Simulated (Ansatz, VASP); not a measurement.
**Cu: VASP beside Ansatz**

INCAR

```
SYSTEM = Cu
  ALGO = Normal
  EDIFF = 1E-6
  ENCUT = 600
  GGA_COMPAT = .FALSE.
  ISIF = 2
  ISMEAR = 1
  LASPH = .TRUE.
  LCHARG = .TRUE.
  LELF = .TRUE.
  LREAL = .FALSE.
  LVHAR = .TRUE.
  LWAVE = .FALSE.
  NBANDS = 30
  NELM = 120
  PREC = Accurate
  SIGMA = 0.15
```

File KPOINTS:

```
k-points
0
G
  7 7 2
  0 0 0
```

The input POSCAR:

```
Cu
1.0
    2.5307600000      0.0000000000      0.0000000000
   -1.2653800000      2.1917100000      0.0000000000
    0.0000000000      0.0000000000      8.2618200000
Cu
4
Direct
    0.0156800000      0.0041500000      0.9930900000
    0.3406900000      0.7000400000      0.2437600000
    0.0175900000      0.0113400000      0.4849658452
    0.6664500000      0.3445300000      0.7447600000
```

Input for Ansatz:

```yaml
crystal:
  lattice:
    - [2.53076, 0.0, 0.0]
    - [-1.26538, 2.19171, 0.0]
    - [0.0, 0.0, 8.26182]
  atoms:
    - { symbol: Cu, position: [0.01568, 0.00415, 0.99309] }
    - { symbol: Cu, position: [0.34069, 0.70004, 0.24376] }
    - { symbol: Cu, position: [0.01759, 0.01134, 0.48496584517697067] }
    - { symbol: Cu, position: [0.66645, 0.34453, 0.74476] }
basis:
  ecutwfc: 540.0
  xc_grid: 2
kpoints:
  mp_grid:
    grid: [7, 7, 2]
hamiltonian:
  xc: lda
scf:
  convergence:
    dr2_threshold: 1.0e-09
  occupations:
    method: cold
    width: 0.15
output:
  forces: true
  stress: true
```

Alike in both runs: task single point; functional LDA; k mesh 7 × 7 × 2; no spin polarisation.

|  | VASP | Ansatz |
| --- | --- | --- |
| version | VASP 6.6.1 | Ansatz 0.2.0 |
| potentials or method | VASP PAW LDA potentials, release 64 (Cu), cutoff 600 eV | plane waves, PAW |
| occupations | methfessel-paxton of order 1, width 0.15 eV | cold, width 0.15 eV |
| valence electrons in the cell | 44 | 76 |

VASP gave:

- pressure (GPa): -7.4
- traceless stress, the component that is largest in VASP (GPa): -0.50
- rms of the force components (eV/Å): 0.208

Which values does Ansatz return?

Pressure (GPa): -8.4; traceless stress, the component that is largest in VASP (GPa): -0.56; rms of the force components (eV/Å): 0.203.

LDA's correlation is that of Perdew and Zunger in VASP and of Perdew and Wang (1992) in Ansatz. Atom by atom the forces differ by 0.006 eV/Å (rms over components). VASP's potentials hold 44 valence electrons a cell and Ansatz's 76, so a difference there can come from the potentials and not from the codes. Ansatz's warnings: stress scf threshold loose.

The k mesh is coarse, so the values compare programs but aren't converged.
